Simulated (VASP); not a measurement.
# ZnS: single point with PBE

The system is ZnS.

```
Zn S
1.0
     0.00000    2.72156    2.72156
     2.72156    0.00000    2.72156
     2.72156    2.72156    0.00000
Zn S
1 1
Direct
  0.00000 0.00000 0.00000
  0.75000 0.75000 0.59411
```

This cell differs from its parent crystal: atom 2 (S) moved by (-0.600, +0.000) A along [1 1 0] and z.

* Program: VASP 6.6.1
* Task: single point
* Functional: PBE
* Potentials or basis: VASP PAW PBE potentials, release 64 (Zn, S)
* Cutoff: 520 eV
* k mesh: 8 × 8 × 8
* Occupations: gaussian, width 0.05 eV
* Spin: no spin polarisation

```yaml
Pressure: 13.2 GPa
Largest_force: 6.989 eV/Å
Band_gap_on_the_k_mesh: 1.84 eV
```

Forces in eV/Å, atoms in the order of the input:
```
Zn  -3.607 -3.607  4.779
S    3.607  3.607 -4.779
```

Stress tensor (GPa, compression positive):
```
  8.97  12.21 -15.30
 12.21   8.97 -15.30
-15.30 -15.30  21.67
```

Levels at points of the mesh, in eV from the valence-band top:
```tsv
k point	band 7	band 8	band 9	band 10	band 11	band 12
(0.00, 0.00, 0.00)	-1.11	-0.26	0.00	1.84	5.77	6.98
(0.50, 0.00, 0.00)	-5.10	-1.72	-0.38	3.00	5.54	8.23
(0.00, 0.00, 0.50)	-5.75	-1.76	-0.68	3.81	6.26	8.19
(0.50, 0.50, 0.50)	-4.38	-1.57	-0.34	2.44	5.22	7.22
(0.50, 0.50, 0.00)	-4.89	-2.59	-1.49	2.63	3.70	10.23
(0.00, 0.50, 0.50)	-4.61	-2.38	-2.00	2.40	4.14	9.99
```

Run time: 3.2 min on 1 thread of Intel Xeon 8259CL, on a shared host, peak memory 0.24 GiB.

Caveat: the cell differs from its parent crystal (atom 2 (S) moved by (-0.600, +0.000) A along [1 1 0] and z); the cell stands under pressure; forces of over 1 eV/Å act on the atoms, so gaps and moduli don't describe the material at rest.
